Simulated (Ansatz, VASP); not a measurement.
One calculation of InAs, two programs

Contents of INCAR:

```
PREC = Accurate ; ENCUT = 520
EDIFF = 1E-6 ; ISMEAR = 0
SIGMA = 0.15 ; LREAL = False
LASPH = True ; NELM = 100
ALGO = Normal ; ISIF = 2
LWAVE = False ; LCHARG = False
GGA = PS ; NBANDS = 16
```

The input KPOINTS:

```
Automatic mesh
0
Gamma
  14 14 14
```

POSCAR

```
InAs
1.0
    0.0000000000      2.8720663206      2.8720663206
    2.8720663206      0.0000000000      2.8720663206
    2.8720663206      2.8720663206      0.0000000000
In As
1 1
Direct
    0.0000000000      0.0000000000      0.0000000000
    0.7500000000      0.7500000000      0.7500000000
```

Input for Ansatz:

```yaml
crystal:
  lattice:
    - [0.0, 2.8720663206, 2.8720663206]
    - [2.8720663206, 0.0, 2.8720663206]
    - [2.8720663206, 2.8720663206, 0.0]
  atoms:
    - { symbol: In, position: [0.0, 0.0, 0.0] }
    - { symbol: As, position: [0.75, 0.75, 0.75] }
basis:
  ecutwfc: 420
kpoints:
  mp_grid: { grid: [14, 14, 14] }
hamiltonian:
  xc: pbesol
  pseudopotentials: { kind: paw, azcp: { folder: soft_1 } }
scf:
  occupations: { method: gaussian, width: 0.15 }
output:
  forces: true
  stress: true
  eigenvalues: true
```

Alike in both runs: task single point; functional PBEsol; k mesh 14 × 14 × 14; occupations gaussian, width 0.15 eV; no spin polarisation.

```csv
,VASP,Ansatz
version,VASP 6.6.1,Ansatz 0.2.0
potentials or method,"VASP PAW PBE potentials, release 64 (In_d, As), cutoff 520 eV","scalar-relativistic, plane waves, PAW"
valence electrons in the cell,18,28
```

VASP gave:

| Property | Result |
| --- | --- |
| gap on the k mesh at the Fermi level (eV) | 0.50 |
| least direct gap on the mesh (eV) | 0.50 |
| pressure (GPa) | 14.7 |

Task: Estimate Ansatz's values.

Result: gap on the k mesh at the Fermi level (eV): 0.49; least direct gap on the mesh (eV): 0.49; pressure (GPa): 14.6.

VASP's potentials were made for PBE, not for PBEsol, and Ansatz warns of the same on its side. VASP's potentials hold 18 valence electrons a cell and Ansatz's 28, so a difference there can come from the potentials and not from the codes.
